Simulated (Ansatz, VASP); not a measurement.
## SiTe6 in VASP and in Ansatz

```
Si Te
1.0
     7.47148    0.00000    0.00000
     0.00000    7.47148    0.00000
     0.00000    0.00000    7.47148
Si Te
1 6
Direct
  0.00000 0.00000 0.00000
  0.18324 0.50000 0.50000
  0.50000 0.18324 0.50000
  0.81676 0.50000 0.50000
  0.50000 0.81676 0.50000
  0.50000 0.50000 0.18324
  0.50000 0.50000 0.81676
```

Change from the starting cell: species swapped into the GdB6 type (Pm-3m, No. 221).

Alike in both runs: functional PBE; k mesh 6 × 6 × 6; occupations gaussian, width 0.1 eV; no spin polarisation.

Ansatz relaxed the structure, and its values are those at the end. VASP's run is a single point on that final structure, the one shown.

```csv
,VASP,Ansatz
version,VASP 6.6.1,Ansatz 0.2.0
potentials or method,"VASP PAW PBE potentials, release 64 (Si, Te), cutoff 520 eV","scalar-relativistic, plane waves, PAW"
valence electrons in the cell,40,100
```

|  | VASP | Ansatz | Ansatz less VASP |
| --- | --- | --- | --- |
| gap on the k mesh at the Fermi level (eV) | none | none | - |
| pressure (GPa) | 0.0 | 0.0 | +0.02 |
| rms of the force components (eV/Å) | 0.005 | 0.001 | -0.0043 |

A gap of «none» marks a metal or a gap that the smearing closes. With one functional, cell and mesh, what is left measures potentials, basis and numerics. VASP's potentials hold 40 valence electrons a cell and Ansatz's 100, so a difference there can come from the potentials and not from the codes.

Spin-orbit coupling is off throughout.
